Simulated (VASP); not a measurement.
Runs of VASP 6.6.1 on ZnO. The structure is that of space group P6_3mc (No. 186), or close to it. The cells are those of the table. 

```csv
cell,smearing,gap on the mesh (eV),pressure (GPa),largest force (eV/Å)
"a = 3.107, b = 3.107, c = 5.013 Å, angles 90.0, 90.0, 120.0°, 4 atoms",gaussian 0.02 eV,0.96,31.9,-
"a = 3.083, b = 3.083, c = 5.573 Å, angles 90.0, 90.0, 120.0°, 4 atoms",gaussian 0.02 eV,0.60,10.3,0.02
"a = 3.255, b = 3.255, c = 5.254 Å, angles 90.0, 90.0, 120.0°, 4 atoms",gaussian 0.02 eV,0.76,4.0,-
"a = 3.007, b = 3.007, c = 4.850 Å, angles 90.0, 90.0, 120.0°, 4 atoms",gaussian 0.02 eV,(a),(c),0.01
"a = 3.178, b = 3.178, c = 5.128 Å, angles 90.0, 90.0, 120.0°, 4 atoms",gaussian 0.02 eV,0.87,16.4,-
"a = 3.279, b = 3.279, c = 5.293 Å, angles 90.0, 90.0, 120.0°, 4 atoms",gaussian 0.01 eV,0.73,0.9,-
"a = 3.263, b = 3.263, c = 5.399 Å, angles 90.0, 90.0, 120.0°, 4 atoms",gaussian 0.02 eV,0.68,-0.2,0.17
"a = 3.345, b = 3.345, c = 5.194 Å, angles 90.0, 90.0, 120.0°, 4 atoms",gaussian 0.02 eV,0.74,(b),0.01
"a = 3.301, b = 3.301, c = 5.187 Å, angles 90.0, 90.0, 120.0°, 4 atoms",gaussian 0.02 eV,0.77,1.8,-
"a = 3.223, b = 3.223, c = 5.611 Å, angles 90.0, 90.0, 120.0°, 4 atoms",gaussian 0.02 eV,0.54,-2.4,0.02
"a = 3.345, b = 3.345, c = 4.976 Å, angles 90.0, 90.0, 120.0°, 4 atoms",gaussian 0.02 eV,0.83,3.2,0.01
```

Alike in all rows: task single point; level PBE; potentials or basis VASP PAW PBE potentials, release 64 (Zn, O); no spin polarisation; k mesh 12 × 12 × 6; cutoff (eV) 520.

Question: Estimate the missing entries.

Answer: (a) 1.10; (b) -1.8; (c) 62.7.

